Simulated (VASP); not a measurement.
# Mo (Im-3m) in VASP: a series of runs, part 2 of 2

VASP 6.6.1.

### Step 5. Band structure, rSCAN

INCAR

```
SYSTEM = Mo
METAGGA  = RSCAN          ! meta-GGA
ISMEAR   = 1              ! smearing method
SIGMA    = 0.05           ! smearing width, eV
LWAVE    = .False.        ! write WAVECAR
LCHARG   = .False.        ! write CHGCAR
NBANDS   = 31             ! bands
PREC     = Accurate       ! precision mode
LASPH    = .True.         ! aspherical terms in the spheres
LREAL    = .False.        ! projectors in reciprocal space
ALGO     = Normal         ! electronic algorithm
EDIFF    = 1E-6           ! SCF threshold, eV
NELM     = 120            ! most SCF steps
GGA_COMPAT= .False.      
ENCUT    = 490            ! plane-wave cutoff, eV
LMAXMIX  = 4              ! l up to which the mixer works
LMIXTAU  = .True.
```

KPOINTS

```
Automatic mesh
0
Gamma
  27 27 27
  0 0 0
```

KPOINTS_OPT

```
path GHNGPH,PN
12
line-mode
reciprocal
 0.0000000000  0.0000000000  0.0000000000  G
 0.5000000000 -0.5000000000  0.5000000000  H

 0.5000000000 -0.5000000000  0.5000000000  H
 0.0000000000  0.0000000000  0.5000000000  N

 0.0000000000  0.0000000000  0.5000000000  N
 0.0000000000  0.0000000000  0.0000000000  G

 0.0000000000  0.0000000000  0.0000000000  G
 0.2500000000  0.2500000000  0.2500000000  P

 0.2500000000  0.2500000000  0.2500000000  P
 0.5000000000 -0.5000000000  0.5000000000  H

 0.2500000000  0.2500000000  0.2500000000  P
 0.0000000000  0.0000000000  0.5000000000  N
```

POSCAR

```
Mo
1.0
   -1.5838089719      1.5838089719      1.5838089719
    1.5838089719     -1.5838089719      1.5838089719
    1.5838089719      1.5838089719     -1.5838089719
Mo
1
Direct
    0.0000000000      0.0000000000      0.0000000000
```

Started as:

```bash
$ cat potpaw_PBE.64/Mo_sv/POTCAR > POTCAR
$ mpirun -np 1 vasp_std > vasp.out
```

Run time: 14 min. Hardware: 1 thread of AMD EPYC 7R13 (Zen 3), shared host; peak memory 0.36 GiB.

The run converged. Its results:

```yaml
Free_energy: -39.9308 eV
Pressure: -3.9 GPa
Band_gap_along_the_path: zero within the smearing
```

Levels at the corners of the path, in eV from the Fermi level:
```tsv
point	band 3	band 4	band 5	band 6	band 7	band 8	band 9	band 10	band 11	band 12
Γ	-35.81	-35.81	-7.58	-1.46	-1.46	-1.46	1.78	1.78	15.39	15.39
H	-36.78	-36.78	-5.55	-5.55	3.94	3.94	3.94	9.30	9.30	9.30
H	-36.78	-36.78	-5.55	-5.55	3.94	3.94	3.94	9.30	9.30	9.30
N	-36.26	-35.82	-5.52	-3.56	1.51	1.75	2.43	4.70	11.89	12.43
N	-36.26	-35.82	-5.52	-3.56	1.51	1.75	2.43	4.70	11.89	12.43
Γ	-35.81	-35.81	-7.58	-1.46	-1.46	-1.46	1.78	1.78	15.39	15.39
Γ	-35.81	-35.81	-7.58	-1.46	-1.46	-1.46	1.78	1.78	15.39	15.39
P	-36.52	-36.52	-2.81	-2.81	-2.81	2.55	2.55	10.03	11.78	11.78
P	-36.52	-36.52	-2.81	-2.81	-2.81	2.55	2.55	10.03	11.78	11.78
H	-36.78	-36.78	-5.55	-5.55	3.94	3.94	3.94	9.30	9.30	9.30
P	-36.52	-36.52	-2.81	-2.81	-2.81	2.55	2.55	10.03	11.78	11.78
N	-36.26	-35.82	-5.52	-3.56	1.51	1.75	2.43	4.70	11.89	12.43
```

Caveat: the cell stands under tension; the PAW data sets were made with another functional, which shifts forces and pressure a little.

### Step 6. Equation of state, optB86b-vdW

POSCAR.step1

```
Mo
1.0
   -1.5403949089      1.5403949089      1.5403949089
    1.5403949089     -1.5403949089      1.5403949089
    1.5403949089      1.5403949089     -1.5403949089
Mo
1
Direct
    0.0000000000      0.0000000000      0.0000000000
```

POSCAR.step2

```
Mo
1.0
   -1.5624035240      1.5624035240      1.5624035240
    1.5624035240     -1.5624035240      1.5624035240
    1.5624035240      1.5624035240     -1.5624035240
Mo
1
Direct
    0.0000000000      0.0000000000      0.0000000000
```

POSCAR.step3

```
Mo
1.0
   -1.5838089719      1.5838089719      1.5838089719
    1.5838089719     -1.5838089719      1.5838089719
    1.5838089719      1.5838089719     -1.5838089719
Mo
1
Direct
    0.0000000000      0.0000000000      0.0000000000
```

POSCAR.step4

```
Mo
1.0
   -1.6046509537      1.6046509537      1.6046509537
    1.6046509537     -1.6046509537      1.6046509537
    1.6046509537      1.6046509537     -1.6046509537
Mo
1
Direct
    0.0000000000      0.0000000000      0.0000000000
```

POSCAR.step5

```
Mo
1.0
   -1.6249651476      1.6249651476      1.6249651476
    1.6249651476     -1.6249651476      1.6249651476
    1.6249651476      1.6249651476     -1.6249651476
Mo
1
Direct
    0.0000000000      0.0000000000      0.0000000000
```

INCAR

```
GGA = MK
LUSE_VDW = True
AGGAC = 0.0
PARAM1 = 0.1234
PARAM2 = 1.0
ISMEAR = 1
SIGMA = 0.1
LWAVE = False
LCHARG = False
ISIF = 2
NSW = 0
PREC = Accurate
LASPH = True
LREAL = False
ALGO = Normal
EDIFF = 1E-6
NELM = 120
GGA_COMPAT = False
ENCUT = 320
```

KPOINTS

```
Automatic mesh
0
Gamma
  16 16 16
  0 0 0
```

Potentials or basis: VASP PAW PBE potentials, release 64 (Mo_sv).

Started as:

```bash
$ cat potpaw_PBE.64/Mo_sv/POTCAR > POTCAR
$ cp POSCAR.step1 POSCAR
$ mpirun -np 1 vasp_std > vasp.out
$ cp POSCAR.step2 POSCAR
$ mpirun -np 1 vasp_std > vasp.out
$ cp POSCAR.step3 POSCAR
$ mpirun -np 1 vasp_std > vasp.out
$ cp POSCAR.step4 POSCAR
$ mpirun -np 1 vasp_std > vasp.out
$ cp POSCAR.step5 POSCAR
$ mpirun -np 1 vasp_std > vasp.out
```

OUTCAR:

```text
GGA = MK
   ISMEAR = 1
   ISIF = 2
   NSW = 0
   PREC = Accurate
   LASPH = True
   LREAL = False
   EDIFF = 1E-6
   NELM = 120
   ENCUT = 320

 Found    145 irreducible k-points:

 Following reciprocal coordinates:
            Coordinates               Weight
  0.000000  0.000000  0.000000      1.000000
  0.062500  0.000000  0.000000     12.000000
  0.125000  0.000000  0.000000     12.000000
  0.187500  0.000000  0.000000     12.000000
  0.250000  0.000000  0.000000     12.000000
  0.312500  0.000000  0.000000     12.000000
   k-points           NKPTS =    145   k-points in BZ     NKDIM =    145   number of bands    NBANDS=     11
   number of dos      NEDOS =    301   number of ions     NIONS =      1
   total plane-waves  NPLWV =   4096
   dimension x,y,z NGX =    16 NGY =   16 NGZ =   16
   dimension x,y,z NGXF=    32 NGYF=   32 NGZF=   32
   ions per type =               1
   NGX,Y,Z   is equivalent  to a cutoff of   9.45,  9.45,  9.45 a.u.
   NGXF,Y,Z  is equivalent  to a cutoff of  18.90, 18.90, 18.90 a.u.
 SYSTEM =  unknown system
   PREC   = accura    normal or accurate (medium, high low for compatibility)
   ISTART =      0    job   : 0-new  1-cont  2-samecut
   ICHARG =      2    charge: 1-file 2-atom 10-const
   ISPIN  =      1    spin polarized calculation?
   LNONCOLLINEAR =      F non collinear calculations
   LSORBIT =      F    spin-orbit coupling
   LASPH  =      T    aspherical Exc in radial PAW
   ENCUT  =  320.0 eV  23.52 Ry    4.85 a.u.   4.11  4.11  4.11*2*pi/ulx,y,z
   NELM   =    120;   NELMIN=  2; NELMDL=  0     # of ELM steps
   EDIFF  = 0.1E-05   stopping-criterion for ELM
   LREAL  =      F    real-space projection
   EDIFFG = 0.1E-04   stopping-criterion for IOM
   NSW    =      0    number of steps for IOM
   IBRION =     -1    ionic relax: 0-MD 1-quasi-New 2-CG
   NFREE  =      0    steps in history (QN), initial steepest desc. (CG)
   ISIF   =      2    stress and relaxation
   ISYM   =      2    0-nonsym 1-usesym 2-fastsym
   POTIM  = 0.5000    time-step for ionic-motion
   TEBEG  =    0.0;   TEEND  =   0.0 temperature during run

   SCALEE = 1.0000    scale energy and forces
   PSTRESS=    0.0 pullay stress
   NELECT =      14.0000    total number of electrons
   NUPDOWN=      -1.0000    fix difference up-down
   EMIN   =  10.00;   EMAX   =-10.00  energy-range for DOS
   EFERMI =   0.00;   METHOD = LEGACY
   ISMEAR =     1;   SIGMA  =   0.10  broadening in eV -4-tet -1-fermi 0-gaus
   EFERMI_NEDOS =   21; number of points for ismear=-14 and -15
   IALGO  =     38    algorithm
   IMIX   =      4    mixing-type and parameters
     AMIX     =   0.40;   BMIX     =  1.00
     AMIX_MAG =   1.60;   BMIX_MAG =  1.00
  volume/ion in A,a.u.               =      17.16       115.82
  Fermi-wavevector in a.u.,A,eV,Ry     =   1.529631  2.890584 31.834534  2.339772
  Thomas-Fermi vector in A             =   2.637226
   LORBIT       =      0    0 simple, 1 ext, 2 COOP (PROOUT), +10 PAW based schemes
   GGA     = MK    functional components
   LHFCALC =     F    Hartree Fock is set to
   AEXX    =    0.0000 exact exchange contribution
   IVDW_NL    =     1    kernel type
   BPARAM     = 6.3000
   IVDW    =     0    specifies the selected vdW correction
   LEPSILON=     F    determine dielectric tensor
   LRPA    =     F    only Hartree local field effects (RPA)

   CSHIFT  =0.1000    complex shift for real part using Kramers Kronig

   OMEGAMAX=  -1.0    maximum frequency
 non-spin polarized calculation
 Methfessel and Paxton  Order N= 1 SIGMA  =   0.10
  energy-cutoff  :      320.00
  volume of cell :       17.16
 maximum number of plane-waves:       236
   NGX =  9   NGY =  9   NGZ =  9

 number of electron      14.0000008 magnetization

 Free energy of the ion-electron system (eV)
  ---------------------------------------------------
  ext. energy  EPLUGINS =         0.00000000
  ---------------------------------------------------
  free energy    TOTEN  =        -8.05307597 eV

  energy without entropy =       -8.05335734  energy(sigma->0) =       -8.05316976

 E-fermi :  11.0438     XC(G=0): -12.9262

 val. band max:       11.0333143590   @ k =  -0.1875   0.1875   0.1875
 cond. band min:      11.0524753499   @ k =  -0.1875   0.1875   0.0625
 fundamental gap:      0.0191609909
 Fermi energy:        11.0437645881

 k-point     1 :       0.0000    0.0000    0.0000
  band No.  band energies     occupation
      1     -50.1355      2.00000
      2     -23.6231      2.00000
      3     -23.6231      2.00000
      4     -23.6231      2.00000
      5       4.1719      2.00000
      6       9.8618      2.00000
      7       9.8618      2.00000
      8       9.8618      2.00000
      9      12.5629     -0.00000
     10      12.5629     -0.00000
     11      25.7706      0.00000

 k-point     2 :       0.0625    0.0000    0.0000
  band No.  band energies     occupation
      1     -50.1285      2.00000
      2     -23.6646      2.00000
      3     -23.6361      2.00000
      4     -23.6233      2.00000
      5       4.3285      2.00000
      6       9.7780      2.00000
      7       9.8493      2.00000
      8      10.0056      2.00000
      9      12.4439     -0.00000
     10      12.5660     -0.00000
     11      25.8782      0.00000

 k-point     3 :       0.1250    0.0000    0.0000
  band No.  band energies     occupation
      1     -50.1091      2.00000
      2     -23.7832      2.00000
      3     -23.6736      2.00000
      4     -23.6239      2.00000
      5       4.7733      2.00000
      6       9.5486      2.00000
      7       9.7879      2.00000
      8      10.4272      2.00000
      9      12.1977     -0.00000
     10      12.5813     -0.00000
     11      26.0976      0.00000

 k-point     4 :       0.1875    0.0000    0.0000
  band No.  band energies     occupation
      1     -50.0800      2.00000
      2     -23.9580      2.00000
      3     -23.7295      2.00000
      4     -23.6249      2.00000
      5       5.4170      2.00000
      6       9.2277      2.00000
      7       9.6664      2.00000
      8      11.1035      0.16252
      9      12.0444     -0.00000
     10      12.6226     -0.00000
     11      26.0871      0.00000

 k-point     5 :       0.2500    0.0000    0.0000
  band No.  band energies     occupation
      1     -50.0452      2.00000
      2     -24.1593      2.00000
      3     -23.7946      2.00000
      4     -23.6258      2.00000
      5       6.0611      2.00000
      6       8.8788      2.00000
      7       9.6507      2.00000
      8      11.9910     -0.00000
      9      12.0899     -0.00000
     10      12.7016     -0.00000
     11      25.5112      0.00000

 k-point     6 :       0.3125    0.0000    0.0000
  band No.  band energies     occupation
      1     -50.0104      2.00000
      2     -24.3567      2.00000
      3     -23.8589      2.00000
      4     -23.6270      2.00000
      5       6.4139      2.00000
      6       8.5555      2.00000
      7      10.0695      2.00000
      8      12.2757     -0.00000
      9      12.8165     -0.00000
     10      13.0148     -0.00000
     11      24.5817      0.00000

 [... further k-points ...]

------------------------ aborting loop because EDIFF is reached ----------------------------------------

  FORCE on cell =-STRESS in cart. coord.  units (eV):
  Direction    XX          YY          ZZ          XY          YZ          ZX
  --------------------------------------------------------------------------------------
  -------------------------------------------------------------------------------------
  Total       -2.3783224     -2.3783224     -2.3783224     -0.0000000     -0.0000000     -0.0000000
  in kB     -222.0184962   -222.0184962   -222.0184962     -0.0000000     -0.0000000     -0.0000000
  external PRESSURE =    -222.0184962 kB  Pullay stress =       0.0000000 kB

 VOLUME and BASIS-vectors are now :
 -----------------------------------------------------------------------------
  energy-cutoff  :      320.00
  volume of cell :       17.16
      direct lattice vectors                 reciprocal lattice vectors
    -1.624965148  1.624965148  1.624965148     0.000000000  0.307698907  0.307698907
     1.624965148 -1.624965148  1.624965148     0.307698907  0.000000000  0.307698907
     1.624965148  1.624965148 -1.624965148     0.307698907  0.307698907  0.000000000

 POSITION                                       TOTAL-FORCE (eV/Angst)
 -----------------------------------------------------------------------------------
      0.00000      0.00000      0.00000        -0.000000      0.000000      0.000000
 -----------------------------------------------------------------------------------
    total drift:                                0.000000      0.000000     -0.000000

  FREE ENERGIE OF THE ION-ELECTRON SYSTEM (eV)
  ---------------------------------------------------
  free  energy   TOTEN  =        -8.0530759689 eV

  energy  without entropy=       -8.0533573439  energy(sigma->0) =       -8.05316976

Total vdW correction in eV:      1.7448830
```

Wall time 74 s (1 thread of Intel Xeon Platinum 8375C at 2.90GHz (Ice Lake), shared host); peak memory 0.21 GiB.

Results:

* Equilibrium volume: 15.58 Å³/atom
* Bulk modulus: 271 GPa
* Pressure derivative of the bulk modulus: 4.3 (rough: it moves with the points fitted)

Energy against volume, from the lowest point:
```csv
volume (Å³/atom),energy (meV/atom)
14.620,51.18
15.256,1.00
15.892,0.00
16.527,38.55
17.163,108.96
```

Caveat: the PAW data sets were made with another functional, which shifts forces and pressure a little.

### Step 7. The runs side by side

```csv
task,level,spin,U,k mesh,cutoff (eV),smearing,dipole correction,ions in elastic constants,tolerance level,purpose,route,pressure (GPa)
electric field gradients,r2SCAN+D3(BJ),"non-collinear, zero start, SOC",-,12 × 12 × 12,440,fermi-dirac 0.01 eV,no,-,-,-,-,-6.9
electric field gradients,PBEsol+D3(BJ)+U,off,Mo d U = 1.0 eV,12 × 12 × 12,520,fermi-dirac 0.01 eV,no,-,-,-,-,-14.3
elastic constants,PBE,off,-,10 × 10 × 10,600,fermi-dirac 0.05 eV,no,relaxed,-,-,-,-
band structure,rSCAN,off,-,27 × 27 × 27,490,methfessel-paxton 0.05 eV,-,-,standard,bands,KPOINTS_OPT,-3.9
equation of state,optB86b-vdW,off,-,16 × 16 × 16,320,methfessel-paxton 0.1 eV,-,-,standard,equation of state,-,-
```

Alike in all rows: potentials or basis VASP PAW PBE potentials, release 64 (Mo_sv); cell as given.

The pressure there spans -14.3 GPa (PBEsol+D3(BJ)+U) to -3.9 GPa (rSCAN); a positive pressure means that this level wants a larger cell, a negative one a smaller.

Caveats: the PAW data sets were made with another functional, which shifts forces and pressure a little (at least some runs); the cell stands under tension (at least some runs); U without spin polarisation on a metal has little footing (at least some runs); the U is typed as a test and isn't derived for this compound (at least some runs); the cell is under stress, which shifts elastic constants (at least some runs).

Absolute energies hang on the potentials; compare differences alone.
